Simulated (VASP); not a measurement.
TaCl3F:

```
CELL_PARAMETERS angstrom
-2.00000 2.45000 5.55000
2.00000 -2.45000 5.55000
2.00000 2.45000 -5.55000
ATOMIC_POSITIONS crystal
Ta 0.00000 0.00000 0.00000
Cl 0.79000 0.79000 0.00000
Cl 0.21000 0.21000 0.00000
Cl 0.50000 0.00000 0.50000
F 0.00000 0.50000 0.50000
```

* Program: VASP 6.6.1
* Task: relaxation of cell and atoms
* Functional: PBE
* Potentials or basis: VASP PAW PBE potentials, release 64 (Ta_pv, Cl, F)
* Cutoff: 600 eV
* k mesh: 4 × 4 × 4
* Occupations: gaussian, width 0.15 eV
* Spin: no spin polarisation

At the start: pressure 2.7 GPa; volume 21.76 Å³/atom.

Question: How do energy, volume and symmetry change on relaxing?

Answer: Over 13 steps the energy falls by 54.8 meV/atom and the volume is 26.38 Å³/atom (+21.3 %); space group Immm (No. 71, to 0.1 Å) before and after.

Step by step:
| step | energy change (eV) | largest force (eV/Å) | pressure (GPa) | volume (Å³) |
| --- | --- | --- | --- | --- |
| 1 | 0.0000 | 0.4636 | 2.75 | 108.78 |
| 2 | -0.0890 | 0.1624 | -0.36 | 114.69 |
| 3 | -0.0943 | 0.2251 | 0.15 | 113.44 |
| 4 | -0.1042 | 0.2870 | 0.03 | 114.01 |
| 5 | -0.1277 | 0.4539 | -0.29 | 115.70 |
| 6 | -0.1507 | 0.7194 | -0.69 | 119.00 |
| 7 | -0.1534 | 0.7041 | -0.65 | 119.11 |
| 8 | -0.1615 | 0.6598 | -0.52 | 119.44 |
| 9 | -0.1766 | 0.5645 | -0.26 | 120.10 |
| 10 | -0.2018 | 0.3571 | 0.28 | 121.40 |
| 11 | -0.2267 | 0.1345 | 1.54 | 123.97 |
| 12 | -0.2452 | 0.0947 | 1.15 | 125.94 |
| 13 | -0.2738 | 0.0250 | 0.26 | 131.90 |

Final structure:
```
Ta Cl F
1.0
    -2.05613    2.42586    6.61084
     2.05613   -2.42586    6.61084
     2.05613    2.42586   -6.61084
Ta Cl F
1 3 1
Direct
  0.00000 0.00000 0.00000
  0.82471 0.82471 0.00000
  0.17529 0.17529 0.00000
  0.50000 0.00000 0.50000
  0.00000 0.50000 0.50000
```

Caveat: the k points lie up to 0.40 Å⁻¹ apart in the final cell, too coarse for converged energies and pressures of a metal; the volume moved by over 15 % at a fixed basis, so the end points are rough; an odd number of electrons without spin polarisation forces a metal; a magnetic or distorted state may lie lower.
